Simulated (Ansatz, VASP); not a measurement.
One calculation of AlN, two programs

The input INCAR:

```
PREC = Accurate
ENCUT = 520
EDIFF = 1E-6
ISMEAR = 0
SIGMA = 0.05
LREAL = False
LASPH = True
NELM = 60
ALGO = Normal
ISIF = 2
LWAVE = False
LCHARG = False
GGA = CA
NBANDS = 11
```

The input KPOINTS:

```
regular mesh
0
Gamma
  10 10 10
```

The input POSCAR:

```
AlN
1.0
    0.0000000000      2.0011066532      2.6014386492
    2.0011066532      0.0000000000      2.6014386492
    2.0011066532      2.0011066532      0.0000000000
Al N
1 1
Direct
    0.0000000000      0.0000000000      0.0000000000
    0.7500000000      0.7500000000      0.7500000000
```

Input for Ansatz:

```yaml
crystal:
  lattice:
    - [0.0, 2.0011066532, 2.6014386492]
    - [2.0011066532, 0.0, 2.6014386492]
    - [2.0011066532, 2.0011066532, 0.0]
  atoms:
    - { symbol: Al, position: [0.0, 0.0, 0.0] }
    - { symbol: "N", position: [0.75, 0.75, 0.75] }
basis:
  ecutwfc: 420
kpoints:
  mp_grid: { grid: [10, 10, 10] }
hamiltonian:
  xc: lda
scf:
  occupations: { method: gaussian, width: 0.05 }
output:
  forces: true
  stress: true
  eigenvalues: true
```

Alike in both runs: task single point; functional LDA; k mesh 10 × 10 × 10; occupations gaussian, width 0.05 eV; no spin polarisation.

```csv
,VASP,Ansatz
version,VASP 6.6.1,Ansatz 0.2.0
potentials or method,"VASP PAW LDA potentials, release 64 (Al, N), cutoff 520 eV","scalar-relativistic, plane waves, PAW"
valence electrons in the cell,8,8
```

|  | VASP | Ansatz | Ansatz less VASP |
| --- | --- | --- | --- |
| gap on the k mesh at the Fermi level (eV) | 2.09 | 2.12 | +0.024 |
| least direct gap on the mesh (eV) | 2.78 | 2.78 | -0.002 |
| pressure (GPa) | -6.6 | -7.1 | -0.50 |
| traceless stress, the component that is largest in VASP (GPa) | -46.88 | -46.96 | -0.080 |

LDA's correlation is that of Perdew and Zunger in VASP and of Perdew and Wang (1992) in Ansatz.
